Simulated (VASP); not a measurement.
Set up this calculation in VASP 6.6.1, as the native input.

- Task: single point
- Functional: BLYP
- Potentials or basis: VASP PAW PBE potentials, release 64 (In_d)
- Cutoff: 520 eV
- k mesh: 16 × 16 × 16
- Occupations: fermi-dirac, width 0.1 eV
- Spin: no spin polarisation
- Dipole correction: no
- Further INCAR settings: ALGO = Normal; EDIFF = 1e-06; NBANDS = 12

The structure of In lies in POSCAR:

```
In
1.0
    3.2136763473      0.0000000000      0.0000000000
    0.0000000000      3.2136763473      0.0000000000
    0.0000000000      0.0000000000      3.2136763473
In
1
Direct
    0.0000000000      0.0000000000      0.0000000000
```

This isn't the form of In at room conditions, which is tetragonal.

These files were run (other wordings do the same):

INCAR

```
PREC = Accurate ; ENCUT = 520
EDIFF = 1E-6 ; ISMEAR = -1
SIGMA = 0.1 ; LREAL = F
LASPH = T ; NELM = 80
ALGO = Normal ; ISIF = 2
LWAVE = F ; LCHARG = F
GGA = B5 ; ALDAX = 1.0
AGGAX = 1.0 ; AGGAC = 1.0
ALDAC = 0.0 ; NBANDS = 12
```

KPOINTS

```
regular mesh
0
Gamma
  16 16 16
```

Potentials or basis: VASP PAW PBE potentials, release 64 (In_d).

Launch:

```sh
$ cat potpaw_PBE.64/In_d/POTCAR > POTCAR
$ mpirun -np 1 vasp_std > vasp.out
```

It gave:

| Item | Value |
| --- | --- |
| Pressure | 0.0 GPa |
| Band gap on the k mesh | zero (an odd number of electrons rules out a gap without spin polarisation) |

Caveat: the PAW data sets were made with another functional, which shifts forces and pressure a little; spin-orbit coupling is left out, which moves the levels of the heavy elements.

Wall time 60 s on 1 thread of AMD EPYC 7R13, on a shared host, peak memory 0.15 GiB.
